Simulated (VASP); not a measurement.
# HfO2 (Fm-3m) in VASP: further runs

HfO2 is run at these levels: LDA; tasks: single point, relaxation of cell and atoms.

All numbers are computed with VASP 6.6.1; they aren't measurements. Logs are shortened: lines on timing, memory, paths and dates and some standing lists are left out, and cuts for length are marked.

### Step 1. The cell of the first run

Symmetry: Fm-3m, No. 225, cubic system. The conventional cell has a = 5.001 Å, b = 5.001 Å, c = 5.001 Å, α = 90.00°, β = 90.00°, γ = 90.00°. Hf (site symmetry m-3m) has 8 O at 2.17 Å within 2.9 Å. Within 2.9 Å of O (site symmetry -43m) lie 4 Hf at 2.17 Å and 6 O at 2.50 Å.

### Step 2. Single point, LDA

Contents of INCAR:

```
  PREC = Accurate
  ENCUT = 520
  EDIFF = 1E-6
  ISMEAR = 0
  SIGMA = 0.01
  LREAL = F
  LASPH = T
  NELM = 60
  ALGO = Normal
  ISIF = 2
  LWAVE = F
  LCHARG = F
  NBANDS = 18
```

Contents of KPOINTS:

```
Automatic mesh
0
Gamma
  8 8 8
```

Contents of POSCAR:

```
HfO2
1.0
    0.0000000000      2.5004918493      2.5004918493
    2.5004918493      0.0000000000      2.5004918493
    2.5004918493      2.5004918493      0.0000000000
Hf O
1 2
Direct
    0.0000000000      0.0000000000      0.0000000000
    0.2500000000      0.2500000000      0.2500000000
    0.7500000000      0.7500000000      0.7500000000
```

Potentials or basis: VASP PAW LDA potentials, release 64 (Hf_pv, O).

Run with:

```sh
$ cat potpaw_LDA.64/Hf_pv/POTCAR potpaw_LDA.64/O/POTCAR > POTCAR
$ mpirun -np 1 vasp_std > vasp.out
```

OUTCAR:

```text
PREC = Accurate
   ENCUT = 520
   EDIFF = 1E-6
   ISMEAR = 0
   LREAL = F
   LASPH = T
   NELM = 60
   ISIF = 2

 ion  position               nearest neighbor table
   1  0.000  0.000  0.000-   3 2.17   3 2.17   3 2.17   2 2.17   3 2.17   2 2.17   2 2.17   2 2.17

   2  0.250  0.250  0.250-   1 2.17   1 2.17   1 2.17   1 2.17
   3  0.750  0.750  0.750-   1 2.17   1 2.17   1 2.17   1 2.17

  LATTYP: Found a face centered cubic cell.
 ALAT       =     5.0009836986

  Lattice vectors:

 A1 = (   0.0000000000,   2.5004918493,   2.5004918493)
 A2 = (   2.5004918493,   0.0000000000,   2.5004918493)
 A3 = (   2.5004918493,   2.5004918493,   0.0000000000)

Analysis of symmetry for initial positions (statically):
=====================================================================
 Subroutine PRICEL returns:
 Original cell was already a primitive cell.

 Routine SETGRP: Setting up the symmetry group for a
 face centered cubic supercell.

 Subroutine GETGRP returns: Found 48 space group operations
 (whereof 48 operations were pure point group operations)
 out of a pool of 48 trial point group operations.

The static configuration has the point symmetry O_h .

Analysis of symmetry for dynamics (positions and initial velocities):
=====================================================================
 Subroutine PRICEL returns:
 Original cell was already a primitive cell.

 Routine SETGRP: Setting up the symmetry group for a
 face centered cubic supercell.

 Subroutine GETGRP returns: Found 48 space group operations
 (whereof 48 operations were pure point group operations)
 out of a pool of 48 trial point group operations.

The dynamic configuration has the point symmetry O_h .

 Subroutine INISYM returns: Found 48 space group operations
 (whereof 48 operations are pure point group operations),
 and found     1 'primitive' translations

----------------------------------------------------------------------------------------

                                     Primitive cell

  volume of cell :      31.2684

  direct lattice vectors                    reciprocal lattice vectors
     0.000000000  2.500491849  2.500491849    -0.199960660  0.199960660  0.199960660
     2.500491849  0.000000000  2.500491849     0.199960660 -0.199960660  0.199960660
     2.500491849  2.500491849  0.000000000     0.199960660  0.199960660 -0.199960660

  length of vectors
     3.536229486  3.536229486  3.536229486     0.346342022  0.346342022  0.346342022

[... 76 lines left out ...]
   ISPIN  =      1    spin polarized calculation?
   LNONCOLLINEAR =      F non collinear calculations
   LSORBIT =      F    spin-orbit coupling
   LASPH  =      T    aspherical Exc in radial PAW
   ENCUT  =  520.0 eV  38.22 Ry    6.18 a.u.   6.58  6.58  6.58*2*pi/ulx,y,z
   NELM   =     60;   NELMIN=  2; NELMDL= -5     # of ELM steps
   EDIFF  = 0.1E-05   stopping-criterion for ELM
   LREAL  =      F    real-space projection
   EDIFFG = 0.1E-04   stopping-criterion for IOM
   NSW    =      0    number of steps for IOM
   IBRION =     -1    ionic relax: 0-MD 1-quasi-New 2-CG
   NFREE  =      0    steps in history (QN), initial steepest desc. (CG)
   ISIF   =      2    stress and relaxation
   ISYM   =      2    0-nonsym 1-usesym 2-fastsym
   POTIM  = 0.5000    time-step for ionic-motion
   TEBEG  =    0.0;   TEEND  =   0.0 temperature during run
   PSTRESS=    0.0 pullay stress
   NELECT =      22.0000    total number of electrons
   NUPDOWN=      -1.0000    fix difference up-down
   EMIN   =  10.00;   EMAX   =-10.00  energy-range for DOS
   EFERMI =   0.00;   METHOD = LEGACY
   ISMEAR =     0;   SIGMA  =   0.01  broadening in eV -4-tet -1-fermi 0-gaus
   EFERMI_NEDOS =   21; number of points for ismear=-14 and -15
   IALGO  =     38    algorithm
   IMIX   =      4    mixing-type and parameters
     AMIX     =   0.40;   BMIX     =  1.00
     AMIX_MAG =   1.60;   BMIX_MAG =  1.00
  volume/ion in A,a.u.               =      10.42        70.34
  Fermi-wavevector in a.u.,A,eV,Ry     =   1.456063  2.751561 28.845992  2.120121
  Thomas-Fermi vector in A             =   2.573025
   LORBIT       =      0    0 simple, 1 ext, 2 COOP (PROOUT), +10 PAW based schemes
   GGA     = CA    functional components
   LHFCALC =     F    Hartree Fock is set to
   AEXX    =    0.0000 exact exchange contribution
   IVDW    =     0    specifies the selected vdW correction
   LEPSILON=     F    determine dielectric tensor
   LRPA    =     F    only Hartree local field effects (RPA)
 non-spin polarized calculation
 Gauss-broadening in eV      SIGMA  =   0.01
  energy-cutoff  :      520.00
  volume of cell :       31.27
 maximum number of plane-waves:       869
 NGX is ok and might be reduce to    28
   NGX = 13   NGY = 13   NGZ = 13

 number of electron      22.0000000 magnetization

 Free energy of the ion-electron system (eV)
  ---------------------------------------------------
  ext. energy  EPLUGINS =         0.00000000
  ---------------------------------------------------
  free energy    TOTEN  =       -33.06785627 eV

  energy without entropy =      -33.06785627  energy(sigma->0) =      -33.06785627

 E-fermi :   4.4850     XC(G=0): -12.5288

 val. band max:        4.4203878337   @ k =   0.5000   0.5000   0.0000
 cond. band min:       8.1222464852   @ k =   0.5000   0.5000   0.0000
 fundamental gap:      3.7018586516
 Fermi energy:         4.4849999122

 k-point     1 :       0.0000    0.0000    0.0000
  band No.  band energies     occupation
      1     -24.8920      2.00000
      2     -24.8920      2.00000
      3     -24.8920      2.00000
      4     -14.3172      2.00000
      5     -10.9416      2.00000
      6      -1.2464      2.00000
[... 481 lines left out ...]
      5     -11.8819      2.00000
      6      -0.6886      2.00000
[... 10 lines left out ...]
     17      15.4440      0.00000
     18      17.2278      0.00000

 [... further k-points ...]
[... 5 lines left out ...]
  --------------------------------------------------------------------------------------
  -------------------------------------------------------------------------------------
  Total       -0.6269485     -0.6269485     -0.6269485      0.0000000     -0.0000000     -0.0000000
  in kB      -32.1244827    -32.1244827    -32.1244827      0.0000000     -0.0000000     -0.0000000
  external PRESSURE =     -32.1244827 kB  Pullay stress =       0.0000000 kB

 VOLUME and BASIS-vectors are now :
 -----------------------------------------------------------------------------
  energy-cutoff  :      520.00
  volume of cell :       31.27
      direct lattice vectors                 reciprocal lattice vectors
     0.000000000  2.500491849  2.500491849    -0.199960660  0.199960660  0.199960660
     2.500491849  0.000000000  2.500491849     0.199960660 -0.199960660  0.199960660
     2.500491849  2.500491849  0.000000000     0.199960660  0.199960660 -0.199960660

 POSITION                                       TOTAL-FORCE (eV/Angst)
 -----------------------------------------------------------------------------------
      0.00000      0.00000      0.00000        -0.000000      0.000000     -0.000000
      1.25025      1.25025      1.25025        -0.000000     -0.000000     -0.000000
      3.75074      3.75074      3.75074         0.000000      0.000000      0.000000
 -----------------------------------------------------------------------------------
    total drift:                                0.000000      0.000000      0.000000

  FREE ENERGIE OF THE ION-ELECTRON SYSTEM (eV)
  ---------------------------------------------------
  free  energy   TOTEN  =       -33.0678562663 eV

  energy  without entropy=      -33.0678562663  energy(sigma->0) =      -33.06785627
```

Run time: 15 s. Hardware: 1 thread of AMD EPYC 7R43 (Zen 3), shared host; peak memory 0.12 GiB.

Results:

```
Free energy            : -33.0679 eV
Pressure               : -3.2 GPa
Band gap on the k mesh : 3.70 eV, direct
```

Levels at points of the mesh, in eV from the valence-band top:
| k point | band 8 | band 9 | band 10 | band 11 | band 12 | band 13 | band 14 | band 15 |
| --- | --- | --- | --- | --- | --- | --- | --- | --- |
| (0.00, 0.00, 0.00) | -5.67 | -0.63 | -0.63 | -0.63 | 3.78 | 3.78 | 6.02 | 10.89 |
| (0.50, 0.00, 0.00) | -3.13 | -2.85 | -1.89 | -1.89 | 4.57 | 4.57 | 7.33 | 8.93 |
| (0.50, 0.50, 0.00) | -3.57 | -1.62 | -1.62 | 0.00 | 3.70 | 5.54 | 6.98 | 8.45 |

Caveat: spin-orbit coupling is left out, which moves the levels of the heavy elements.

### Step 3. Relaxation of cell and atoms, LDA

Contents of INCAR:

```
PREC = Accurate
ENCUT = 600
EDIFF = 1E-7
ISMEAR = 0
SIGMA = 0.02
LREAL = F
LASPH = T
NELM = 80
ALGO = Normal
ISIF = 3
LWAVE = F
LCHARG = F
GGA = CA
IBRION = 2
NSW = 100
EDIFFG = -0.005
```

Contents of KPOINTS:

```
regular mesh
0
Gamma
  8 8 8
```

Contents of POSCAR:

```
HfO2
1.0
    0.0000000000      2.5005395298      2.5005395298
    2.5005395298      0.0000000000      2.5005395298
    2.5005395298      2.5005395298      0.0000000000
Hf O
1 2
Direct
    0.0000000000      0.0000000000      0.0000000000
    0.2500000000      0.2500000000      0.2500000000
    0.7500000000      0.7500000000      0.7500000000
```

Potentials or basis: VASP PAW LDA potentials, release 64 (Hf_pv, O).

Run with:

```sh
$ cat potpaw_LDA.64/Hf_pv/POTCAR potpaw_LDA.64/O/POTCAR > POTCAR
$ mpirun -np 1 vasp_std > vasp.out
```

Run time: 36 s. Hardware: 1 thread of AMD EPYC 7R43 (Zen 3), shared host; peak memory 0.12 GiB.

It converged, with:

```
Free energy                            : -33.0784 eV
Relaxed volume                         : 10.29 Å³/atom
Relaxed cell                           : a = 3.522 Å, b = 3.522 Å, c = 3.522 Å, α = 60.00°, β = 60.00°, γ = 60.00°
Space group after relaxing (to 0.05 Å) : Fm-3m (No. 225)
Energy gained by relaxing              : 1.4 meV/atom
Ionic steps                            : 3
Pressure after relaxing                : 0.0 GPa
Band gap on the k mesh                 : 3.74 eV, direct
```

Step by step:
| step | energy change (eV) | largest force (eV/Å) | pressure (GPa) | volume (Å³) |
| --- | --- | --- | --- | --- |
| 1 | 0.0000 | 0.0000 | -3.52 | 31.27 |
| 2 | 0.0080 | 0.0000 | 6.30 | 30.24 |
| 3 | -0.0043 | 0.0000 | -0.02 | 30.88 |

Final structure:
```
Hf O
1.0
     0.00000    2.49019    2.49019
     2.49019    0.00000    2.49019
     2.49019    2.49019    0.00000
Hf O
1 2
Direct
  0.00000 0.00000 0.00000
  0.25000 0.25000 0.25000
  0.75000 0.75000 0.75000
```

Levels at points of the mesh, in eV from the valence-band top:
| k point | band 9 | band 10 | band 11 | band 12 | band 13 | band 14 |
| --- | --- | --- | --- | --- | --- | --- |
| (0.00, 0.00, 0.00) | -0.64 | -0.64 | -0.64 | 3.80 | 3.80 | 6.12 |
| (0.50, 0.00, 0.00) | -2.88 | -1.90 | -1.90 | 4.62 | 4.62 | 7.46 |
| (0.50, 0.50, 0.00) | -1.64 | -1.64 | 0.00 | 3.74 | 5.61 | 7.10 |

Caveat: spin-orbit coupling is left out, which moves the levels of the heavy elements.

(Part 1 of 2 ends here.)
